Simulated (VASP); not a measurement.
A run of VASP 6.6.1 is set up as follows.

The input INCAR:

```
SYSTEM = Al2Ru
PREC = Accurate ; ENCUT = 520
EDIFF = 1E-6 ; ISMEAR = 1
SIGMA = 0.3 ; LREAL = .False.
LASPH = .True. ; NELM = 60
ALGO = Fast ; ISIF = 2
LWAVE = .False. ; LCHARG = .True.
GGA = PS ; LELF = .True.
LVHAR = .True. ; NBANDS = 17
```

File KPOINTS:

```
regular mesh
0
Gamma
  18 18 18
  0 0 0
```

POSCAR

```
Al2Ru
1.0
   -1.5604216200      1.5604216200      4.2218055900
    1.5604216200     -1.5604216200      4.2218055900
    1.5604216200      1.5604216200     -4.2218055900
Al Ru
2 1
Direct
    0.6592021900      0.6592021900      0.0000000000
    0.3407978100      0.3407978100      0.0000000000
    0.0000000000      0.0000000000      0.0000000000
```

Potentials or basis: VASP PAW PBE potentials, release 64 (Al, Ru_pv).

Run with:

```bash
$ cat potpaw_PBE.64/Al/POTCAR potpaw_PBE.64/Ru_pv/POTCAR > POTCAR
$ mpirun -np 1 vasp_std > vasp.out
```

Q: Estimate the largest force.

A: 0.043 eV/Å.

Q: Estimate the band gap on the k mesh.

A: Zero (bands 10 and 11 overlap by 0.17 eV).

Q: What does it give for the pressure?

A: -0.4 GPa.

Stress tensor (GPa, compression positive):
```
-0.18  0.00  0.00
 0.00 -0.18  0.00
 0.00  0.00 -0.80
```

Caveat: so wide a smearing shifts energies and pressures; the PAW data sets were made with another functional, which shifts forces and pressure a little.
